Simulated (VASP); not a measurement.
A run of VASP 6.6.1 is set up as follows.

The input INCAR:

```
PREC = Accurate
ENCUT = 520
EDIFF = 1E-6
ISMEAR = 0
SIGMA = 0.05
LREAL = False
LASPH = True
NELM = 80
ALGO = Normal
ISIF = 2
LWAVE = False
LCHARG = False
GGA = CA
IBRION = 2
NSW = 50
EDIFFG = -0.01
```

File KPOINTS:

```
Automatic mesh
0
Gamma
  9 9 6
```

POSCAR

```
AlN
1.0
    3.1195000000      0.0000000000      0.0000000000
   -1.5597500000      2.7015662471      0.0000000000
    0.0000000000      0.0000000000      4.3504000000
Al N
2 2
Direct
    0.3333333333      0.6666666667      0.0015210172
    0.6666666667      0.3333333333      0.5015210172
    0.3333333333      0.6666666667      0.3834789828
    0.6666666667      0.3333333333      0.8834789828
```

Potentials or basis: VASP PAW LDA potentials, release 64 (Al, N).

The run is started by

```bash
$ cat potpaw_LDA.64/Al/POTCAR potpaw_LDA.64/N/POTCAR > POTCAR
$ mpirun -np 1 vasp_std > vasp.out
```

**Question.** Predict the energy gained by relaxing.

**Answer.** 175.8 meV/atom.

**Question.** Estimate the band gap on the k mesh.

**Answer.** 4.27 eV, direct.

Stress tensor (GPa, compression positive):
```
19.23  0.00  0.00
 0.00 19.23  0.00
 0.00  0.00 24.48
```

A k mesh can miss the band edges. Expect the measured gap to be larger: semilocal functionals such as LDA lack the derivative discontinuity.
